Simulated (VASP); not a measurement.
Crystal: CoO.

```
CELL_PARAMETERS angstrom
0.00000 2.38961 2.38961
2.38961 0.00000 2.38961
2.38961 2.38961 0.00000
ATOMIC_POSITIONS crystal
Co 0.00000 0.00000 0.00000
O 0.25000 0.25000 0.25000
```

Base run:

- Program: VASP 6.6.1
- Functional: PBE
- Potentials or basis: VASP PAW PBE potentials, release 64 (Co_sv, O)
- Cutoff: 600 eV
- k mesh: 10 × 10 × 10
- Occupations: fermi-dirac, width 0.05 eV
- Spin: collinear spin, ferromagnetic start
- Starting moments: [2.0, 0.0] μB

Its results: pressure -17.8 GPa; net moment 3.00 μB per cell; site moments Co +2.50; O +0.31 μB.

Task: The run is repeated on the same cell with these changes: potentials or basis from VASP PAW PBE potentials, release 64 (Co_sv, O) to VASP PAW PBE potentials, release 64 (Co, O); cutoff from 600 eV to 520 eV; further incar settings from ALGO = Normal; EDIFF = 1e-06; NBANDS = 22 to ALGO = Normal; EDIFF = 1e-06; NBANDS = 18; valence electrons from 23 to 15. What comes out?

Result: Pressure -16.2 GPa; net moment 3.00 μB per cell; site moments Co +2.57; O +0.32 μB.

Caveats: a cell with one magnetic atom can't hold antiferromagnetic order, which such compounds often take.
